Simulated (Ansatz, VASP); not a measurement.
# One calculation of AlN, two programs

File INCAR:

```
SYSTEM = AlN
ALGO = Normal ; EDIFF = 1E-6
ENCUT = 520 ; GGA = PE
ISIF = 2 ; ISMEAR = 0
LASPH = .True. ; LCHARG = .True.
LELF = .True. ; LREAL = .False.
LVHAR = .True. ; LWAVE = .False.
NBANDS = 16 ; NELM = 100
PREC = Accurate ; SIGMA = 0.01
```

The input KPOINTS:

```
k-points
0
Gamma
  10 10 6
  0 0 0
```

The input POSCAR:

```
AlN
1.0
    3.1297569564      0.0000000289      0.0000000000
   -1.5648785032      2.7104490175      0.0000000000
    0.0000000000      0.0000000000      5.0174032965
Al N
2 2
Direct
    0.6666666668      0.3333333333      0.4992353699
    0.3333333334      0.6666666668      0.9992353697
    0.6666666668      0.3333333333      0.8807646297
    0.3333333334      0.6666666668      0.3807646299
```

Input for Ansatz:

```yaml
crystal:
  lattice:
    - [3.1297569564, 2.89e-08, 0.0]
    - [-1.5648785032, 2.7104490175, 0.0]
    - [0.0, 0.0, 5.0174032965]
  atoms:
    - { symbol: Al, position: [0.6666666668, 0.3333333333, 0.4992353699] }
    - { symbol: Al, position: [0.3333333334, 0.6666666668, 0.9992353697] }
    - { symbol: "N", position: [0.6666666668, 0.3333333333, 0.8807646297] }
    - { symbol: "N", position: [0.3333333334, 0.6666666668, 0.3807646299] }
basis:
  ecutwfc: 420.0
  ecutrho_ratio: 4
  xc_grid: 2
  fft_grid_basis: typed
  precision: f64
hamiltonian:
  pseudopotentials: { kind: paw, azcp: { folder: soft_1 } }
scf:
  max_iter: 60
  self_checks: high
  occupations: { method: fixed }
kpoints:
  mp_grid: { grid: [10, 10, 6] }
  band_path: { path: [VBM, CBM], npoints: 1 }
checkpoint:
  write: "../edges.relax.run"
  compress: false
  write_wavefunctions: true
  write_every: 100000
```

Alike in both runs: task single point; functional PBE; k mesh 10 × 10 × 6; no spin polarisation.

|  | VASP | Ansatz |
| --- | --- | --- |
| version | VASP 6.6.1 | Ansatz 0.2.0 |
| potentials or method | VASP PAW PBE potentials, release 64 (Al, N), cutoff 520 eV | plane-wave PAW DFT |
| occupations | gaussian, width 0.01 eV | fixed |
| valence electrons in the cell | 16 | 16 |

```csv
,VASP,Ansatz,Ansatz less VASP
gap on the k mesh at the Fermi level (eV),4.05,4.04,-0.009
```
